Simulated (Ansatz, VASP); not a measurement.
## Two plane-wave programs on ZnRhSe3

File INCAR:

```
ALGO = Normal
EDIFF = 1E-7
EDIFFG = -0.01
ENCUT = 600
GGA = PE
IBRION = 2
ISIF = 3
ISMEAR = 0
LASPH = T
LCHARG = F
LREAL = F
LWAVE = F
NELM = 100
NSW = 100
PREC = Accurate
SIGMA = 0.1
```

KPOINTS

```
k-points
0
Gamma
  8 8 8
```

The input POSCAR:

```
ZnRhSe3
1.0
    4.9157836783      0.0000000000      0.0000000000
    0.0000000000      4.9157836783      0.0000000000
    0.0000000000      0.0000000000      4.9157836783
Zn Rh Se
1 1 3
Direct
    0.0000000000      0.0000000000      0.0000000000
    0.5000000000      0.5000000000      0.5000000000
    0.0000000000      0.5000000000      0.5000000000
    0.5000000000      0.0000000000      0.5000000000
    0.5000000000      0.5000000000      0.0000000000
```

Input for Ansatz:

```yaml
crystal:
  lattice:
    - [4.9157836783, 0.0, 0.0]
    - [0.0, 4.9157836783, 0.0]
    - [0.0, 0.0, 4.9157836783]
  atoms:
    - { symbol: Zn, position: [0.0, 0.0, 0.0] }
    - { symbol: Rh, position: [0.5, 0.5, 0.5] }
    - { symbol: Se, position: [0.0, 0.5, 0.5] }
    - { symbol: Se, position: [0.5, 0.0, 0.5] }
    - { symbol: Se, position: [0.5, 0.5, 0.0] }
basis:
  ecutwfc: 420
kpoints:
  mp_grid: { grid: [8, 8, 8] }
hamiltonian:
  xc: pbe
scf:
  occupations: { method: gaussian, width: 0.1 }
output:
  forces: true
  stress: true
  eigenvalues: true
relax:
  adjacent_minimum: "off"
  f_tol: 0.01
  max_steps: 80
  cell: { stress_tol: 0.05 }
```

Alike in both runs: task relaxation of cell and atoms; functional PBE; k mesh 8 × 8 × 8; occupations gaussian, width 0.1 eV; no spin polarisation.

|  | VASP | Ansatz |
| --- | --- | --- |
| version | VASP 6.6.1 | Ansatz 0.2.0 |
| potentials or method | VASP PAW PBE potentials, release 64 (Zn, Rh_pv, Se), cutoff 600 eV | scalar-relativistic, plane waves, PAW |
| valence electrons in the cell | 45 | 77 |

|  | VASP | Ansatz | Ansatz less VASP |
| --- | --- | --- | --- |
| gap on the k mesh at the Fermi level, each at its own relaxed structure (eV) | none | none | - |
| relaxed volume (Å³/atom) | 23.55 | 23.54 | -0.013 |
| relaxed length of the cell vector where the two differ most in proportion (Å) | 4.901 | 4.900 | -0.0009 |

A gap of «none» marks a metal or a gap that the smearing closes. VASP's potentials hold 45 valence electrons a cell and Ansatz's 77, so a difference there can come from the potentials and not from the codes.
